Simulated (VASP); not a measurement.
# AgCl: single point with PBE

AgCl:

```
Ag Cl
1.0
     1.88330   -5.59339    0.00000
     1.88330    5.59339    0.00000
     0.00000    0.00000    3.95003
Ag Cl
2 2
Direct
  0.39656 0.60344 0.75000
  0.60344 0.39656 0.25000
  0.86545 0.13455 0.25000
  0.13455 0.86545 0.75000
```

```json
{
  "Program": "VASP 6.6.1",
  "Task": "single point",
  "Functional": "PBE",
  "Potentials or basis": "VASP PAW PBE potentials, release 64 (Ag, Cl)",
  "Cutoff": "520 eV",
  "k mesh": "9 × 9 × 8",
  "Occupations": "fermi-dirac, width 0.03 eV",
  "Spin": "no spin polarisation"
}
```

```
Pressure               : 0.5 GPa
Largest force          : 0.025 eV/Å
Band gap on the k mesh : 0.49 eV (least direct gap 1.92 eV)
```

Forces on the atoms (eV/Å):
```
Ag   0.000  0.025  0.000
Ag   0.000 -0.025  0.000
Cl   0.000 -0.013  0.000
Cl   0.000  0.013  0.000
```

Stress tensor (GPa, compression positive):
```
0.36 0.00 0.00
0.00 0.87 0.00
0.00 0.00 0.32
```

Levels at points of the mesh, in eV from the valence-band top:
```csv
k point,band 14,band 15,band 16,band 17,band 18,band 19,band 20,band 21,band 22,band 23
"(0.00, 0.00, 0.00)",-2.18,-2.13,-1.70,-1.60,-1.43,0.49,3.17,7.68,8.46,10.05
"(0.00, 0.00, 0.50)",-2.23,-1.24,-1.24,-0.09,-0.09,4.34,4.34,6.82,6.82,8.24
```

Run time: 7.7 min on 1 thread of AMD EPYC 7R13, on a shared host, peak memory 0.36 GiB.

Caveat: an odd mesh through Γ misses points on the zone boundary, where band edges can lie.
